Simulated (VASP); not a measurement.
Here is a VASP 6.6.1 calculation.

File INCAR:

```
SYSTEM = CdSe
ALGO = Normal
EDIFF = 1E-6
ENCUT = 520
GGA = PE
ISIF = 2
ISMEAR = 0
LASPH = .TRUE.
LCHARG = .FALSE.
LREAL = .FALSE.
LWAVE = .FALSE.
NBANDS = 26
NELM = 60
PREC = Accurate
SIGMA = 0.02
```

The input KPOINTS:

```
k-points
0
G
  12 12 6
  0 0 0
```

POSCAR

```
CdSe
1.0
    4.3000000000      0.0000000000      0.0000000000
   -2.1500000000      3.7239092363      0.0000000000
    0.0000000000      0.0000000000      7.0200000000
Cd Se
2 2
Direct
    0.3333333333      0.6666666667      0.0000000000
    0.6666666667      0.3333333333      0.5000000000
    0.3333333333      0.6666666667      0.3850000000
    0.6666666667      0.3333333333      0.8850000000
```

Potentials or basis: VASP PAW PBE potentials, release 64 (Cd, Se).

Launch:

```sh
$ cat potpaw_PBE.64/Cd/POTCAR potpaw_PBE.64/Se/POTCAR > POTCAR
$ mpirun -np 1 vasp_std > vasp.out
```

**Question.** Estimate the band gap on the k mesh.

**Answer.** 0.70 eV.

**Question.** Estimate the pressure.

**Answer.** 3.3 GPa.

Stress tensor (GPa, compression positive):
```
4.03 0.00 0.00
0.00 4.03 0.00
0.00 0.00 1.94
```

Caveat: the cell stands under pressure.
